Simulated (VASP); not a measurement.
# NaCl (Fm-3m) in VASP: further runs

Aim: see how the results for NaCl move with the level of theory and the settings. Levels: LDA, RPBE. Tasks: single point.

All numbers are computed with VASP 6.6.1; they aren't measurements. Logs are shortened: lines on timing, memory, paths and dates and some standing lists are left out, and cuts for length are marked.

**1. The cell of the first run**

Symmetry: Fm-3m, No. 225, cubic system. The conventional cell has a = 5.588 Å, b = 5.588 Å, c = 5.588 Å, α = 90.00°, β = 90.00°, γ = 90.00°. Cl (site symmetry m-3m) has 6 Na at 2.79 Å within 3.7 Å. Within 3.7 Å of Na (site symmetry m-3m) lie 6 Cl at 2.79 Å.

**2. Single point, LDA**

File POSCAR:

```
NaCl
1.0
    0.0000000000      2.7940632177      2.7940632177
    2.7940632177      0.0000000000      2.7940632177
    2.7940632177      2.7940632177      0.0000000000
Cl Na
1 1
Direct
    0.5000000000      0.5000000000      0.5000000000
    0.0000000000      0.0000000000      0.0000000000
```

File INCAR.step1:

```
SYSTEM = NaCl
  PREC = Accurate
  ENCUT = 520
  EDIFF = 1E-6
  ISMEAR = -1
  SIGMA = 0.05
  LREAL = .FALSE.
  LASPH = .TRUE.
  NELM = 60
  ALGO = Normal
  ISIF = 2
  LWAVE = .FALSE.
  LCHARG = .TRUE.
  NBANDS = 14
```

File KPOINTS.step1:

```
regular mesh
0
G
  5 5 5
  0 0 0
```

File INCAR.step2:

```
SYSTEM = NaCl
  PREC = Accurate
  ENCUT = 520
  EDIFF = 1E-6
  ISMEAR = -5
  SIGMA = 0.05
  LREAL = .FALSE.
  LASPH = .TRUE.
  NELM = 60
  ALGO = Normal
  ISIF = 2
  LWAVE = .FALSE.
  LCHARG = .FALSE.
  LORBIT = 10
  NEDOS = 2001
  ICHARG = 11
```

File KPOINTS.step2:

```
regular mesh
0
G
  8 8 8
  0 0 0
```

Potentials or basis: VASP PAW LDA potentials, release 64 (Cl, Na_pv).

Command:

```sh
$ cat potpaw_LDA.64/Cl/POTCAR potpaw_LDA.64/Na_pv/POTCAR > POTCAR
$ cp INCAR.step1 INCAR
$ cp KPOINTS.step1 KPOINTS
$ mpirun -np 1 vasp_std > vasp.out
$ cp INCAR.step2 INCAR
$ cp KPOINTS.step2 KPOINTS
$ mpirun -np 1 vasp_std > vasp.out
```

OUTCAR:

```text
SYSTEM = NaCl
   PREC = Accurate
   ENCUT = 520
   EDIFF = 1E-6
   ISMEAR = -5
   LREAL = .FALSE.
   LASPH = .TRUE.
   NELM = 60
   ISIF = 2
   LORBIT = 10
   ICHARG = 11

 ion  position               nearest neighbor table
   1  0.500  0.500  0.500-
   2  0.000  0.000  0.000-

  LATTYP: Found a face centered cubic cell.
 ALAT       =     5.5881264354

  Lattice vectors:

 A1 = (   0.0000000000,   2.7940632177,   2.7940632177)
 A2 = (   2.7940632177,   0.0000000000,   2.7940632177)
 A3 = (   2.7940632177,   2.7940632177,   0.0000000000)

Analysis of symmetry for initial positions (statically):
=====================================================================
 Subroutine PRICEL returns:
 Original cell was already a primitive cell.

 Routine SETGRP: Setting up the symmetry group for a
 face centered cubic supercell.

 Subroutine GETGRP returns: Found 48 space group operations
 (whereof 48 operations were pure point group operations)
 out of a pool of 48 trial point group operations.

The static configuration has the point symmetry O_h .

Analysis of symmetry for dynamics (positions and initial velocities):
=====================================================================
 Subroutine PRICEL returns:
 Original cell was already a primitive cell.

 Routine SETGRP: Setting up the symmetry group for a
 face centered cubic supercell.

 Subroutine GETGRP returns: Found 48 space group operations
 (whereof 48 operations were pure point group operations)
 out of a pool of 48 trial point group operations.

The dynamic configuration has the point symmetry O_h .

 Subroutine INISYM returns: Found 48 space group operations
 (whereof 48 operations are pure point group operations),
 and found     1 'primitive' translations

----------------------------------------------------------------------------------------

                                     Primitive cell

  volume of cell :      43.6253

  direct lattice vectors                    reciprocal lattice vectors
     0.000000000  2.794063218  2.794063218    -0.178950854  0.178950854  0.178950854
     2.794063218  0.000000000  2.794063218     0.178950854 -0.178950854  0.178950854
     2.794063218  2.794063218  0.000000000     0.178950854  0.178950854 -0.178950854

  length of vectors
     3.951402097  3.951402097  3.951402097     0.309951972  0.309951972  0.309951972

  position of ions in fractional coordinates (direct lattice)
     0.500000000  0.500000000  0.500000000
     0.000000000  0.000000000  0.000000000

  ion indices of the primitive-cell ions
   primitive index   ion index
                 1           1
                 2           2

----------------------------------------------------------------------------------------

 KPOINTS: regular mesh

Automatic generation of k-mesh.
 Grid dimensions read from file:
 generate k-points for:    8    8    8

 Generating k-lattice:

  Cartesian coordinates                     Fractional coordinates (reciprocal lattice)
    -0.022368857  0.022368857  0.022368857     0.125000000  0.000000000  0.000000000
     0.022368857 -0.022368857  0.022368857     0.000000000  0.125000000  0.000000000
     0.022368857  0.022368857 -0.022368857     0.000000000  0.000000000  0.125000000

  Length of vectors
     0.038743996  0.038743996  0.038743996

  Shift w.r.t. Gamma in fractional coordinates (k-lattice)
     0.000000000  0.000000000  0.000000000

 TETIRR: Found     76 inequivalent tetrahedra from     3072

 Subroutine IBZKPT returns following result:
 ===========================================

 Found     29 irreducible k-points:

 Following reciprocal coordinates:
            Coordinates               Weight
  0.000000  0.000000  0.000000      1.000000
  0.125000  0.000000  0.000000      8.000000
  0.250000  0.000000  0.000000      8.000000
  0.375000  0.000000  0.000000      8.000000
  0.500000  0.000000  0.000000      4.000000
  0.125000  0.125000  0.000000      6.000000
[... 16 lines left out ...]
  0.500000  0.250000  0.125000     48.000000
 -0.375000  0.250000  0.125000     24.000000
 [... further k-points ...]
   k-points           NKPTS =     29   k-points in BZ     NKDIM =     29   number of bands    NBANDS=     11
   number of dos      NEDOS =   2001   number of ions     NIONS =      2
   total plane-waves  NPLWV =  27000
   dimension x,y,z NGX =    30 NGY =   30 NGZ =   30
   dimension x,y,z NGXF=    60 NGYF=   60 NGZF=   60
   ions per type =               1   1
   NGX,Y,Z   is equivalent  to a cutoff of  12.62, 12.62, 12.62 a.u.
   NGXF,Y,Z  is equivalent  to a cutoff of  25.24, 25.24, 25.24 a.u.
 SYSTEM =  NaCl
   PREC   = accura    normal or accurate (medium, high low for compatibility)
   ISTART =      0    job   : 0-new  1-cont  2-samecut
   ICHARG =     11    charge: 1-file 2-atom 10-const
   ISPIN  =      1    spin polarized calculation?
   LNONCOLLINEAR =      F non collinear calculations
   LSORBIT =      F    spin-orbit coupling
   LASPH  =      T    aspherical Exc in radial PAW
   ENCUT  =  520.0 eV  38.22 Ry    6.18 a.u.   7.35  7.35  7.35*2*pi/ulx,y,z
   NELM   =     60;   NELMIN=  2; NELMDL=  0     # of ELM steps
   EDIFF  = 0.1E-05   stopping-criterion for ELM
   LREAL  =      F    real-space projection
   EDIFFG = 0.1E-04   stopping-criterion for IOM
   NSW    =      0    number of steps for IOM
   IBRION =     -1    ionic relax: 0-MD 1-quasi-New 2-CG
   NFREE  =      0    steps in history (QN), initial steepest desc. (CG)
   ISIF   =      2    stress and relaxation
   ISYM   =      2    0-nonsym 1-usesym 2-fastsym
   POTIM  = 0.5000    time-step for ionic-motion
   TEBEG  =    0.0;   TEEND  =   0.0 temperature during run
   PSTRESS=    0.0 pullay stress
   NELECT =      14.0000    total number of electrons
   NUPDOWN=      -1.0000    fix difference up-down
   EMIN   =  10.00;   EMAX   =-10.00  energy-range for DOS
   EFERMI =   0.00;   METHOD = LEGACY
   ISMEAR =    -5;   SIGMA  =   0.05  broadening in eV -4-tet -1-fermi 0-gaus
   EFERMI_NEDOS =   21; number of points for ismear=-14 and -15
   IALGO  =     38    algorithm
   IMIX   =      4    mixing-type and parameters
     AMIX     =   0.40;   BMIX     =  1.00
     AMIX_MAG =   1.60;   BMIX_MAG =  1.00
  volume/ion in A,a.u.               =      21.81       147.20
  Fermi-wavevector in a.u.,A,eV,Ry     =   1.120825  2.118053 17.092312  1.256249
  Thomas-Fermi vector in A             =   2.257475
   LORBIT       =     10    0 simple, 1 ext, 2 COOP (PROOUT), +10 PAW based schemes
   GGA     = CA    functional components
   LHFCALC =     F    Hartree Fock is set to
   AEXX    =    0.0000 exact exchange contribution
   IVDW    =     0    specifies the selected vdW correction
   LEPSILON=     F    determine dielectric tensor
   LRPA    =     F    only Hartree local field effects (RPA)
 non-spin polarized calculation
 Fermi weights with tetrahedron method with Bloechl corrections
  energy-cutoff  :      520.00
  volume of cell :       43.63
 maximum number of plane-waves:      1211
 NGX is ok and might be reduce to    30

 number of electron      14.0000008 magnetization

 Free energy of the ion-electron system (eV)
  ---------------------------------------------------
  ext. energy  EPLUGINS =         0.00000000
  ---------------------------------------------------
  free energy    TOTEN  =        -7.37249648 eV

  energy without entropy =       -7.37249648  energy(sigma->0) =       -7.37249648

 E-fermi :  -0.7704     XC(G=0):  -8.8411

 val. band max:       -0.7851327628   @ k =   0.0000   0.0000   0.0000
 cond. band min:       4.0187861894   @ k =   0.0000   0.0000   0.0000
 fundamental gap:      4.8039189522
 Fermi energy:        -0.7703569082

 k-point     1 :       0.0000    0.0000    0.0000
  band No.  band energies     occupation
      1     -21.5139      2.00000
      2     -21.5139      2.00000
      3     -21.5139      2.00000
      4     -13.4343      2.00000
      5      -0.7851      2.00000
      6      -0.7851      2.00000
      7      -0.7851      2.00000
      8       4.0188      0.00000
      9      10.0881      0.00000
     10      10.0881      0.00000
     11      10.0881      0.00000

 k-point     2 :       0.1250    0.0000    0.0000
  band No.  band energies     occupation
      1     -21.5192      2.00000
      2     -21.5143      2.00000
      3     -21.5143      2.00000
      4     -13.3807      2.00000
      5      -1.1984      2.00000
      6      -0.8303      2.00000
      7      -0.8303      2.00000
      8       4.5449      0.00000
      9       9.5199      0.00000
     10      10.2885      0.00000
     11      10.2885      0.00000

 k-point     3 :       0.2500    0.0000    0.0000
  band No.  band energies     occupation
      1     -21.5318      2.00000
      2     -21.5152      2.00000
      3     -21.5152      2.00000
      4     -13.2473      2.00000
      5      -1.9972      2.00000
      6      -0.9355      2.00000
      7      -0.9355      2.00000
      8       5.5345      0.00000
      9       8.9700      0.00000
     10      10.3866      0.00000
     11      10.3866      0.00000
[... 267 lines left out ...]
 k-point    23 :       0.5000    0.2500    0.1250
  band No.  band energies     occupation
      1     -21.5397      2.00000
      2     -21.5232      2.00000
      3     -21.5182      2.00000
      4     -13.0565      2.00000
      5      -2.4713      2.00000
      6      -1.5412      2.00000
      7      -1.1803      2.00000
      8       7.1248      0.00000
      9       8.5518      0.00000
     10       8.9029      0.00000
     11      10.9298      0.00000

 k-point    24 :      -0.3750    0.2500    0.1250
  band No.  band energies     occupation
      1     -21.5424      2.00000
      2     -21.5237      2.00000
      3     -21.5192      2.00000
      4     -13.0124      2.00000
      5      -2.5977      2.00000
      6      -1.6272      2.00000
      7      -1.2383      2.00000
      8       7.2557      0.00000
      9       8.5400      0.00000
     10       9.2554      0.00000
     11      10.7400      0.00000

 [... further k-points ...]

------------------------ aborting loop because EDIFF is reached ----------------------------------------

  FORCE on cell =-STRESS in cart. coord.  units (eV):
  Direction    XX          YY          ZZ          XY          YZ          ZX
  --------------------------------------------------------------------------------------
  -------------------------------------------------------------------------------------
  Total       -0.5065311     -0.5065311     -0.5065311     -0.0000000     -0.0000000      0.0000000
  in kB      -18.6027855    -18.6027855    -18.6027855     -0.0000000     -0.0000000      0.0000000
  external PRESSURE =     -18.6027855 kB  Pullay stress =       0.0000000 kB

 VOLUME and BASIS-vectors are now :
 -----------------------------------------------------------------------------
  energy-cutoff  :      520.00
  volume of cell :       43.63
      direct lattice vectors                 reciprocal lattice vectors
     0.000000000  2.794063218  2.794063218    -0.178950854  0.178950854  0.178950854
     2.794063218  0.000000000  2.794063218     0.178950854 -0.178950854  0.178950854
     2.794063218  2.794063218  0.000000000     0.178950854  0.178950854 -0.178950854

 POSITION                                       TOTAL-FORCE (eV/Angst)
 -----------------------------------------------------------------------------------
      2.79406      2.79406      2.79406         0.000000      0.000000      0.000000
      0.00000      0.00000      0.00000        -0.000000     -0.000000     -0.000000
 -----------------------------------------------------------------------------------
    total drift:                               -0.000000      0.000000      0.000000

  FREE ENERGIE OF THE ION-ELECTRON SYSTEM (eV)
  ---------------------------------------------------
  free  energy   TOTEN  =        -7.3724964794 eV

  energy  without entropy=       -7.3724964794  energy(sigma->0) =       -7.37249648

 total charge

# of ion       s       p       d       tot
------------------------------------------
    1        1.584   3.552   0.000   5.136
    2        0.048   5.980   0.000   6.028
--------------------------------------------------
tot          1.631   9.532   0.000  11.164
```

It took 20 s on 1 thread of Intel Xeon 8259CL, shared host; peak memory 0.14 GiB.

Results:

| Item | Value |
| --- | --- |
| Valence electrons inside the program's atomic spheres | Cl 5.14; Na 6.03 |

Levels at points of the mesh, in eV from the valence-band top:
```csv
k point,band 3,band 4,band 5,band 6,band 7,band 8,band 9,band 10,band 11
"(0.00, 0.00, 0.00)",-20.73,-12.65,0.00,0.00,0.00,4.80,10.87,10.87,10.87
"(0.50, 0.00, 0.00)",-20.73,-12.26,-2.11,-0.29,-0.29,6.94,10.49,10.74,10.74
"(0.50, 0.50, 0.00)",-20.74,-12.21,-1.82,-0.65,-0.65,7.25,7.71,11.13,14.57
```

**3. Single point, RPBE**

POSCAR is that of step 2.

File INCAR.step1:

```
ALGO = Normal ; EDIFF = 1E-7
ENCUT = 520 ; GGA = RP
ISIF = 2 ; ISMEAR = -1
LASPH = T ; LCHARG = T
LREAL = F ; LWAVE = F
NBANDS = 14 ; NELM = 60
PREC = Accurate ; SIGMA = 0.05
```

File KPOINTS.step1:

```
k-points
0
Gamma
  5 5 5
```

File INCAR.step2:

```
ALGO = Normal ; EDIFF = 1E-7
ENCUT = 520 ; GGA = RP
ICHARG = 11 ; ISIF = 2
ISMEAR = -5 ; LASPH = T
LCHARG = F ; LORBIT = 10
LREAL = F ; LWAVE = F
NEDOS = 1001 ; NELM = 60
PREC = Accurate ; SIGMA = 0.05
```

File KPOINTS.step2:

```
k-points
0
Gamma
  8 8 8
```

Potentials or basis: VASP PAW PBE potentials, release 64 (Cl, Na_pv).

Command:

```sh
$ cat potpaw_PBE.64/Cl/POTCAR potpaw_PBE.64/Na_pv/POTCAR > POTCAR
$ cp INCAR.step1 INCAR
$ cp KPOINTS.step1 KPOINTS
$ mpirun -np 1 vasp_std > vasp.out
$ cp INCAR.step2 INCAR
$ cp KPOINTS.step2 KPOINTS
$ mpirun -np 1 vasp_std > vasp.out
```

Wall time 29 s (1 thread of Intel Xeon 8259CL, shared host); peak memory 0.16 GiB.

Results (log left out):

| Item | Value |
| --- | --- |
| Valence electrons inside the program's atomic spheres | Cl 5.22; Na 6.02 |

Levels at points of the mesh, in eV from the valence-band top:
| k point | band 3 | band 4 | band 5 | band 6 | band 7 | band 8 | band 9 | band 10 | band 11 |
| --- | --- | --- | --- | --- | --- | --- | --- | --- | --- |
| (0.00, 0.00, 0.00) | -20.78 | -12.71 | 0.00 | 0.00 | 0.00 | 5.54 | 11.31 | 11.31 | 11.31 |
| (0.50, 0.00, 0.00) | -20.78 | -12.35 | -1.94 | -0.27 | -0.27 | 7.61 | 11.14 | 11.23 | 11.23 |
| (0.50, 0.50, 0.00) | -20.79 | -12.31 | -1.68 | -0.60 | -0.60 | 7.88 | 8.30 | 11.83 | 15.35 |

Caveat: the PAW data sets were made with another functional, which shifts forces and pressure a little.
